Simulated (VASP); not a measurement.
# CsH2 (P6/mmm) in VASP: further runs

Runs on CsH2. Level: PBE. Tasks: single point.

Program: VASP 6.6.1. These are calculated values, not measurements. Logs are shortened: lines on timing, memory, paths and dates and some standing lists are left out, and cuts for length are marked.

## (1) The cell of the first run

It takes space group P6/mmm (No. 191, hexagonal). The conventional cell has a = 3.865 Å, b = 3.865 Å, c = 4.174 Å, α = 90.00°, β = 90.00°, γ = 120.00°. Within 4.0 Å of Cs (site symmetry 6/mmm) lie 12 H at 3.06 Å and 6 Cs at 3.87 Å. Within 3.1 Å of H (site symmetry -6m2) lie 3 H at 2.23 Å and 6 Cs at 3.06 Å.

## (2) Single point, PBE

Input file INCAR:

```
ALGO = Normal
EDIFF = 1E-6
ENCUT = 520
GGA = PE
ISIF = 2
ISMEAR = 0
LASPH = True
LCHARG = False
LREAL = False
LWAVE = False
NBANDS = 12
NELM = 60
PREC = Accurate
SIGMA = 0.1
```

Input file KPOINTS:

```
k-points
0
Gamma
  6 6 4
```

Input file POSCAR:

```
CsH2
1.0
    3.8654360095      0.0000000000      0.0000000000
   -1.9327180047      3.3475657809      0.0000000000
    0.0000000000      0.0000000000      4.1736435318
Cs H
1 2
Direct
    0.0000000000      0.0000000000      0.0000000000
    0.3333333333      0.6666666667      0.5000000000
    0.6666666667      0.3333333333      0.5000000000
```

Potentials or basis: VASP PAW PBE potentials, release 64 (Cs_sv, H).

The run is started by

```
$ cat potpaw_PBE.64/Cs_sv/POTCAR potpaw_PBE.64/H/POTCAR > POTCAR
$ mpirun -np 1 vasp_std > vasp.out
```

OUTCAR:

```text
EDIFF = 1E-6
   ENCUT = 520
   GGA = PE
   ISIF = 2
   ISMEAR = 0
   LASPH = True
   LREAL = False
   NELM = 60
   PREC = Accurate

 ion  position               nearest neighbor table
   1  0.000  0.000  0.000-
   2  0.333  0.667  0.500-
   3  0.667  0.333  0.500-

  LATTYP: Found a hexagonal cell.
 ALAT       =     3.8654360095
 C/A-ratio  =     1.0797342193

  Lattice vectors:

 A1 = (   3.8654360095,   0.0000000000,   0.0000000000)
 A2 = (  -1.9327180047,   3.3475657809,   0.0000000000)
 A3 = (   0.0000000000,   0.0000000000,   4.1736435318)

Analysis of symmetry for initial positions (statically):
=====================================================================
 Subroutine PRICEL returns:
 Original cell was already a primitive cell.

 Routine SETGRP: Setting up the symmetry group for a
 hexagonal supercell.

 Subroutine GETGRP returns: Found 24 space group operations
 (whereof 24 operations were pure point group operations)
 out of a pool of 24 trial point group operations.

The static configuration has the point symmetry D_6h.

Analysis of symmetry for dynamics (positions and initial velocities):
=====================================================================
 Subroutine PRICEL returns:
 Original cell was already a primitive cell.

 Routine SETGRP: Setting up the symmetry group for a
 hexagonal supercell.

 Subroutine GETGRP returns: Found 24 space group operations
 (whereof 24 operations were pure point group operations)
 out of a pool of 24 trial point group operations.

The dynamic configuration has the point symmetry D_6h.

 Subroutine INISYM returns: Found 24 space group operations
 (whereof 24 operations are pure point group operations),
 and found     1 'primitive' translations

----------------------------------------------------------------------------------------

                                     Primitive cell

  volume of cell :      54.0061

  direct lattice vectors                    reciprocal lattice vectors
     3.865436010  0.000000000  0.000000000     0.258703028  0.149362263  0.000000000
    -1.932718005  3.347565781  0.000000000     0.000000000  0.298724526  0.000000000
[... 81 lines left out ...]
   ENCUT  =  520.0 eV  38.22 Ry    6.18 a.u.   7.19  7.19  7.76*2*pi/ulx,y,z
   NELM   =     60;   NELMIN=  2; NELMDL= -5     # of ELM steps
   EDIFF  = 0.1E-05   stopping-criterion for ELM
   LREAL  =      F    real-space projection
[... 7 lines left out ...]
   TEBEG  =    0.0;   TEEND  =   0.0 temperature during run
   PSTRESS=    0.0 pullay stress
   NELECT =      11.0000    total number of electrons
   NUPDOWN=      -1.0000    fix difference up-down
   EMIN   =  10.00;   EMAX   =-10.00  energy-range for DOS
   EFERMI =   0.00;   METHOD = LEGACY
   ISMEAR =     0;   SIGMA  =   0.10  broadening in eV -4-tet -1-fermi 0-gaus
   EFERMI_NEDOS =   21; number of points for ismear=-14 and -15
   IALGO  =     38    algorithm
   IMIX   =      4    mixing-type and parameters
     AMIX     =   0.40;   BMIX     =  1.00
     AMIX_MAG =   1.60;   BMIX_MAG =  1.00
  volume/ion in A,a.u.               =      18.00       121.48
  Fermi-wavevector in a.u.,A,eV,Ry     =   0.963218  1.820219 12.623343  0.927790
  Thomas-Fermi vector in A             =   2.092745
   LORBIT       =      0    0 simple, 1 ext, 2 COOP (PROOUT), +10 PAW based schemes
   GGA     = PE    functional components
   LHFCALC =     F    Hartree Fock is set to
   AEXX    =    0.0000 exact exchange contribution
   IVDW    =     0    specifies the selected vdW correction
   LEPSILON=     F    determine dielectric tensor
   LRPA    =     F    only Hartree local field effects (RPA)
 non-spin polarized calculation
 Gauss-broadening in eV      SIGMA  =   0.10
  energy-cutoff  :      520.00
  volume of cell :       54.01
 maximum number of plane-waves:      1476
 NGX is ok and might be reduce to    30
   NGX = 15   NGY = 15   NGZ = 15

 number of electron      10.9999999 magnetization

 Free energy of the ion-electron system (eV)
  ---------------------------------------------------
  ext. energy  EPLUGINS =         0.00000000
  ---------------------------------------------------
  free energy    TOTEN  =        -6.18152872 eV

  energy without entropy =       -6.17658316  energy(sigma->0) =       -6.17905594

 E-fermi :   1.0260     XC(G=0):  -8.5793

 val. band max:        0.9954067297   @ k =   0.5000  -0.0000   0.5000
 cond. band min:       1.1254596554   @ k =   0.3333   0.0000   0.2500
 fundamental gap:      0.1300529257
 Fermi energy:         1.0260397853

 k-point     1 :       0.0000    0.0000    0.0000
  band No.  band energies     occupation
      1     -20.4590      2.00000
      2      -6.8305      2.00000
      3      -6.3545      2.00000
      4      -6.3545      2.00000
      5      -2.9956      2.00000
      6       3.3501      0.00000
      7       4.2856      0.00000
      8       6.4105      0.00000
      9       6.4105      0.00000
     10       9.8368      0.00000
     11      10.6861      0.00000
     12      10.6937      0.00000
[... 286 lines left out ...]
 k-point    21 :       0.3333    0.3333    0.5000
  band No.  band energies     occupation
      1     -20.0757      2.00000
      2      -7.6290      2.00000
      3      -7.6290      2.00000
      4      -7.1501      2.00000
      5      -0.8312      2.00000
      6      -0.8312      2.00000
      7       6.6648      0.00000
      8       6.6648      0.00000
      9       9.3220      0.00000
     10       9.5037      0.00000
     11       9.5037      0.00000
     12      10.8519      0.00000

------------------------ aborting loop because EDIFF is reached ----------------------------------------

  FORCE on cell =-STRESS in cart. coord.  units (eV):
  Direction    XX          YY          ZZ          XY          YZ          ZX
  --------------------------------------------------------------------------------------
  -------------------------------------------------------------------------------------
  Total        0.4800987      0.4800987      0.1811149      0.0000000      0.0000000      0.0000000
  in kB       14.2428903     14.2428903      5.3730624      0.0000000      0.0000000      0.0000000
  external PRESSURE =      11.2862810 kB  Pullay stress =       0.0000000 kB

 VOLUME and BASIS-vectors are now :
 -----------------------------------------------------------------------------
  energy-cutoff  :      520.00
  volume of cell :       54.01
      direct lattice vectors                 reciprocal lattice vectors
     3.865436010  0.000000000  0.000000000     0.258703028  0.149362263  0.000000000
    -1.932718005  3.347565781  0.000000000     0.000000000  0.298724526  0.000000000
     0.000000000  0.000000000  4.173643532     0.000000000  0.000000000  0.239598804

 POSITION                                       TOTAL-FORCE (eV/Angst)
 -----------------------------------------------------------------------------------
      0.00000      0.00000      0.00000        -0.000000      0.000000      0.000000
     -0.00000      2.23171      2.08682         0.000000      0.000000      0.000000
      1.93272      1.11586      2.08682         0.000000      0.000000      0.000000
 -----------------------------------------------------------------------------------
    total drift:                                0.000000     -0.000000      0.000000

  FREE ENERGIE OF THE ION-ELECTRON SYSTEM (eV)
  ---------------------------------------------------
  free  energy   TOTEN  =        -6.1815287239 eV

  energy  without entropy=       -6.1765831586  energy(sigma->0) =       -6.17905594
```

OSZICAR:

```text
N       E                     dE             d eps       ncg     rms          rms(c)
DAV:   1     0.409580859291E+02    0.40958E+02   -0.46128E+03   504   0.745E+02
DAV:   2    -0.349261804249E+01   -0.44451E+02   -0.42670E+02   664   0.123E+02
DAV:   3    -0.658996955730E+01   -0.30974E+01   -0.30900E+01   640   0.328E+01
DAV:   4    -0.660898104180E+01   -0.19011E-01   -0.19011E-01   564   0.311E+00
DAV:   5    -0.660904168426E+01   -0.60642E-04   -0.60642E-04   604   0.181E-01    0.226E+00
DAV:   6    -0.628931264726E+01    0.31973E+00   -0.18203E-01   552   0.254E+00    0.114E+00
DAV:   7    -0.617581779093E+01    0.11349E+00   -0.30991E-01   568   0.295E+00    0.385E-01
DAV:   8    -0.618241298713E+01   -0.65952E-02   -0.34148E-02   556   0.111E+00    0.102E-01
DAV:   9    -0.618152349763E+01    0.88949E-03   -0.25185E-03   584   0.315E-01    0.256E-02
DAV:  10    -0.618155530222E+01   -0.31805E-04   -0.52389E-04   548   0.118E-01    0.291E-02
DAV:  11    -0.618152809200E+01    0.27210E-04   -0.60361E-05   548   0.432E-02    0.215E-03
DAV:  12    -0.618152872392E+01   -0.63192E-06   -0.66969E-06   596   0.141E-02
   1 F= -.61815287E+01 E0= -.61790559E+01  d E =-.494557E-02
```

Run time: 7.2 s. Hardware: 1 thread of Intel Xeon 6975P-C (Granite Rapids), shared host; peak memory 0.17 GiB.

What came out:

```
Free energy            : -6.1815 eV
Pressure               : 1.1 GPa
Band gap on the k mesh : zero (an odd number of electrons rules out a gap without spin polarisation)
```

Stress tensor (GPa, compression positive):
```
1.42 0.00 0.00
0.00 1.42 0.00
0.00 0.00 0.54
```

Caveat: the k points lie up to 0.38 Å⁻¹ apart, too coarse for converged energies and pressures of a metal; spin-orbit coupling is left out, which moves the levels of the heavy elements.

## (3) Single point, PBE

This run uses another cell than the first one, of 19.35 Å³/atom.

Input file INCAR:

```
PREC     = Accurate       # precision mode
ENCUT    = 520            # plane-wave cutoff, eV
EDIFF    = 1E-7           # SCF threshold, eV
ISMEAR   = 0              # smearing method
SIGMA    = 0.1            # smearing width, eV
LREAL    = F              # projectors in reciprocal space
LASPH    = T              # aspherical terms in the spheres
NELM     = 60             # most SCF steps
ALGO     = Normal         # electronic algorithm
ISIF     = 2              # what is computed and relaxed
LWAVE    = F              # write WAVECAR
LCHARG   = T              # write CHGCAR
GGA      = PE             # functional
LELF     = T              # ELF
LVHAR    = T            
NBANDS   = 12             # bands
```

Input file KPOINTS:

```
regular mesh
0
Gamma
  12 12 12
```

Input file POSCAR:

```
CsH2
1.0
    4.0135420867      0.0000000000      0.0000000000
   -2.0067710433      3.4758294062      0.0000000000
    0.0000000000      0.0000000000      4.1606718745
Cs H
1 2
Direct
    0.0000000000      0.0000000000      0.0000000000
    0.3333333333      0.6666666667      0.5000000000
    0.6666666667      0.3333333333      0.5000000000
```

Potentials or basis: VASP PAW PBE potentials, release 64 (Cs_sv, H).

The run is started by

```
$ cat potpaw_PBE.64/Cs_sv/POTCAR potpaw_PBE.64/H/POTCAR > POTCAR
$ mpirun -np 1 vasp_std > vasp.out
```

OUTCAR:

```text
PREC = Accurate
   ENCUT = 520
   EDIFF = 1E-7
   ISMEAR = 0
   LREAL = F
   LASPH = T
   NELM = 60
   ISIF = 2
   GGA = PE

 ion  position               nearest neighbor table
   1  0.000  0.000  0.000-
   2  0.333  0.667  0.500-
   3  0.667  0.333  0.500-

  LATTYP: Found a hexagonal cell.
 ALAT       =     4.0135420867
 C/A-ratio  =     1.0366583393

  Lattice vectors:

 A1 = (   4.0135420867,   0.0000000000,   0.0000000000)
 A2 = (  -2.0067710433,   3.4758294062,   0.0000000000)
 A3 = (   0.0000000000,   0.0000000000,   4.1606718745)

Analysis of symmetry for initial positions (statically):
=====================================================================
 Subroutine PRICEL returns:
 Original cell was already a primitive cell.

 Routine SETGRP: Setting up the symmetry group for a
 hexagonal supercell.

 Subroutine GETGRP returns: Found 24 space group operations
 (whereof 24 operations were pure point group operations)
 out of a pool of 24 trial point group operations.

The static configuration has the point symmetry D_6h.
[... 176 lines left out ...]
      4      -6.8552      2.00000
      5      -3.1519      2.00000
      6       2.5731      0.00000
      7       4.0558      0.00000
      8       5.9313      0.00000
      9       5.9313      0.00000
     10       9.3911      0.00000
     11       9.7469      0.00000
     12      10.0129      0.00000
[... 331 lines left out ...]
 k-point    24 :       0.3333    0.0000    0.0833
  band No.  band energies     occupation
      1     -20.5631      2.00000
      2      -8.1256      2.00000
      3      -7.1098      2.00000
      4      -6.9879      2.00000
      5      -1.6370      2.00000
      6       0.5212      0.89035
      7       5.0998      0.00000
      8       6.1747      0.00000
      9       7.0777      0.00000
     10       8.0865      0.00000
     11       8.8977      0.00000
     12       9.0851      0.00000

 [... further k-points ...]

------------------------ aborting loop because EDIFF is reached ----------------------------------------

  FORCE on cell =-STRESS in cart. coord.  units (eV):
  Direction    XX          YY          ZZ          XY          YZ          ZX
  --------------------------------------------------------------------------------------
  -------------------------------------------------------------------------------------
  Total        0.0324954      0.0324954     -0.0025493      0.0000000      0.0000000      0.0000000
  in kB        0.8969808      0.8969808     -0.0703679      0.0000000      0.0000000      0.0000000
  external PRESSURE =       0.5745312 kB  Pullay stress =       0.0000000 kB

 VOLUME and BASIS-vectors are now :
 -----------------------------------------------------------------------------
  energy-cutoff  :      520.00
  volume of cell :       58.04
      direct lattice vectors                 reciprocal lattice vectors
     4.013542087  0.000000000  0.000000000     0.249156475  0.143850558  0.000000000
    -2.006771043  3.475829406  0.000000000     0.000000000  0.287701116  0.000000000
     0.000000000  0.000000000  4.160671875     0.000000000  0.000000000  0.240345798

 POSITION                                       TOTAL-FORCE (eV/Angst)
 -----------------------------------------------------------------------------------
      0.00000      0.00000      0.00000        -0.000000      0.000000      0.000000
     -0.00000      2.31722      2.08034        -0.000000      0.000000     -0.000000
      2.00677      1.15861      2.08034         0.000000     -0.000000      0.000000
 -----------------------------------------------------------------------------------
    total drift:                                0.000000     -0.000000      0.000000

  FREE ENERGIE OF THE ION-ELECTRON SYSTEM (eV)
  ---------------------------------------------------
  free  energy   TOTEN  =        -6.1882402662 eV

  energy  without entropy=       -6.1813336081  energy(sigma->0) =       -6.18478694
```

stdout:

```text
POSCAR found type information on POSCAR CsH
 POSCAR found :  2 types and       3 ions
 scaLAPACK will be used
 LDA part: xc-table for (Slater+PW92), standard interpolation
 POSCAR, INCAR and KPOINTS ok, starting setup
 FFT: planning ... GRIDC
 FFT: planning ... GRID_SOFT
 FFT: planning ... GRID
 WAVECAR not read
 entering main loop
```

Run time: 44 s. Hardware: 1 thread of Intel Xeon 6975P-C (Granite Rapids), shared host; peak memory 0.23 GiB.

Results:

- Free energy: -6.1882 eV
- Pressure: 0.1 GPa
- Band gap on the k mesh: zero (an odd number of electrons rules out a gap without spin polarisation)

Caveat: spin-orbit coupling is left out, which moves the levels of the heavy elements.
